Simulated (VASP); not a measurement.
Here is a VASP 6.6.1 calculation.

Contents of INCAR:

```
SYSTEM = KNd2Sb3
PREC = Accurate ; ENCUT = 500
EDIFF = 1E-7 ; ISMEAR = 0
SIGMA = 0.01 ; LREAL = .False.
LASPH = .True. ; NELM = 200
ALGO = Normal ; ISIF = 3
LWAVE = .False. ; LCHARG = .False.
GGA = PE ; IBRION = 2
NSW = 80 ; EDIFFG = -0.001
GGA_COMPAT = .False. ; NELMIN = 4
LMAXMIX = 6
```

KPOINTS

```
Automatic mesh
0
Gamma
  6 6 4
  0 0 0
```

Contents of POSCAR:

```
KNd2Sb3
1.0
    4.8593910493      0.0000000000      0.0000000000
   -2.4296955247      4.2083560957      0.0000000000
    0.0000000000      0.0000000000     11.0743462129
K Nd Sb
1 2 3
Direct
    0.6666666667      0.3333333333      0.0000000000
    0.3333333333      0.6666666667      0.3321520716
    0.3333333333      0.6666666667      0.6678479284
    0.0000000000      0.0000000000      0.5000000000
    0.0000000000      0.0000000000      0.7904477998
    0.0000000000      0.0000000000      0.2095522002
```

Potentials or basis: VASP PAW PBE potentials, release 64 (K_sv, Nd_3, Sb), 4f in core.

Launch:

```console
$ cat potpaw_PBE.64/K_sv/POTCAR potpaw_PBE.64/Nd_3/POTCAR potpaw_PBE.64/Sb/POTCAR > POTCAR
$ mpirun -np 1 vasp_std > vasp.out
```

Q: What does it give for the relaxed volume?

A: 37.87 Å³/atom.

Q: Estimate the space group after relaxing (to 0.1 Å).

A: P-6m2 (No. 187).

Q: Predict the band gap on the k mesh.

A: 0.78 eV (least direct gap 1.09 eV).

Q: What does it give for the relaxed cell?

A: a = 4.868 Å, b = 4.868 Å, c = 11.073 Å, α = 90.00°, β = 90.00°, γ = 120.00°.

Final structure:
```yaml
crystal:
  lattice:
    - [4.86811, 0.00000, 0.00000]
    - [-2.43406, 4.21591, 0.00000]
    - [0.00000, 0.00000, 11.07254]
  atoms:
    - { symbol: K, position: [0.66667, 0.33333, 0.00000] }
    - { symbol: Nd, position: [0.33333, 0.66667, 0.33191] }
    - { symbol: Nd, position: [0.33333, 0.66667, 0.66809] }
    - { symbol: Sb, position: [0.00000, 0.00000, 0.50000] }
    - { symbol: Sb, position: [0.00000, 0.00000, 0.79076] }
    - { symbol: Sb, position: [0.00000, 0.00000, 0.20924] }
```

Caveat: spin-orbit coupling is left out, which moves the levels of the heavy elements; the 4f electrons are frozen in the core, so they carry no moment and show no levels. Spin polarisation is off, so any magnetic state and its effect on volume and gap are missing.
